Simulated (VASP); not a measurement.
## Re: single point with PBE

Crystal: Re.

```
Re
1.0
     2.70102    0.00000    0.00000
    -1.35051    2.33915    0.00000
     0.00000    0.00000    8.70687
Re
4
Direct
  0.00000 0.00000 0.00000
  0.00000 0.00000 0.50000
  0.33333 0.66667 0.25000
  0.66667 0.33333 0.75000
```

```yaml
Program: VASP 6.6.1
Task: single point
Functional: PBE
Potentials_or_basis: VASP PAW PBE potentials, release 64 (Re)
Cutoff: 520 eV
k_mesh: 17 × 17 × 5
Occupations: fermi-dirac, width 0.1 eV
Spin: no spin polarisation
```

```yaml
Pressure: 36.6 GPa
Band_gap_on_the_k_mesh: zero (bands 14 and 15 overlap by 3.01 eV)
```

Levels at points of the mesh, in eV from the Fermi level:
```tsv
k point	band 12	band 13	band 14	band 15	band 16	band 17
(0.00, 0.00, 0.00)	-1.42	-1.42	-1.28	-1.28	0.65	0.65
```

Run time: 69 s on 1 thread of Intel(R) Xeon(R) Platinum 8559C (Emerald Rapids), on a shared host, peak memory 0.23 GiB.

Caveat: the cell stands under pressure; spin-orbit coupling is left out, which moves the levels of the heavy elements.
